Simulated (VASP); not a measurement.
TiO2, 6 atoms in the cell. Symmetry: P4_2/mnm, No. 136, tetragonal system. Conventional cell: a = 4.640 Å, b = 4.640 Å, c = 3.007 Å, α = 90.00°, β = 90.00°, γ = 90.00°. Within 2.6 Å of Ti (site symmetry mmm) lie 6 O at 1.97 to 2.01 Å. Within 2.6 Å of O (site symmetry m2m) lie 3 Ti at 1.97 to 2.01 Å and 1 O at 2.55 Å. 

- Program: VASP 6.6.1
- Task: relaxation of cell and atoms
- Functional: PBE
- Potentials or basis: VASP PAW PBE potentials, release 64 (Ti_sv, O)
- Cutoff: 600 eV
- k mesh: 6 × 6 × 10
- Occupations: gaussian, width 0.02 eV
- Spin: no spin polarisation
- Hubbard terms: Ti d U = 4.0 eV
- Dipole correction: no
- Further INCAR settings: ALGO = Normal; EDIFF = 1e-07; IBRION = 2; EDIFFG = -0.005; NSW = 100; ISIF = 3

Potentials or basis: VASP PAW PBE potentials, release 64 (Ti_sv, O).

The run is started by

```sh
$ cat potpaw_PBE.64/Ti_sv/POTCAR potpaw_PBE.64/O/POTCAR > POTCAR
$ mpirun -np 1 vasp_std > vasp.out
```

Hardware: 1 thread of Intel Xeon 8259CL, with other jobs on the host.

Q: How long does it take, and how much memory?

A: Run time: 13 min on 1 thread of Intel Xeon 8259CL, with other jobs on the host, peak memory 0.27 GiB. Counts: scf iterations 62, k points 60, ion steps 6.
